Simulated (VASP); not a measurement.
Here is a VASP 6.6.1 calculation.

File INCAR:

```
SYSTEM = W
PREC = Accurate
ENCUT = 600
EDIFF = 1E-6
ISMEAR = 0
SIGMA = 0.1
LREAL = .False.
LASPH = .True.
NELM = 100
ALGO = Normal
ISIF = 3
LWAVE = .False.
LCHARG = .False.
GGA = PS
IBRION = 2
NSW = 70
EDIFFG = -0.008
PSTRESS = 150.0
```

File KPOINTS:

```
regular mesh
0
Gamma
  18 18 18
  0 0 0
```

Contents of POSCAR:

```
W
1.0
   -1.5549441142      1.5549441142      1.5549441142
    1.5549441142     -1.5549441142      1.5549441142
    1.5549441142      1.5549441142     -1.5549441142
W
1
Direct
    0.0000000000      0.0000000000      0.0000000000
```

Potentials or basis: VASP PAW PBE potentials, release 64 (W_sv).

The run is started by

```console
$ cat potpaw_PBE.64/W_sv/POTCAR > POTCAR
$ mpirun -np 1 vasp_std > vasp.out
```

(1) What does it give for the space group after relaxing (to 0.1 Å)?

(2) Estimate the relaxed cell.

Results:

(1) Im-3m (No. 229).

(2) a = 2.696 Å, b = 2.696 Å, c = 2.696 Å, α = 109.47°, β = 109.47°, γ = 109.47°.
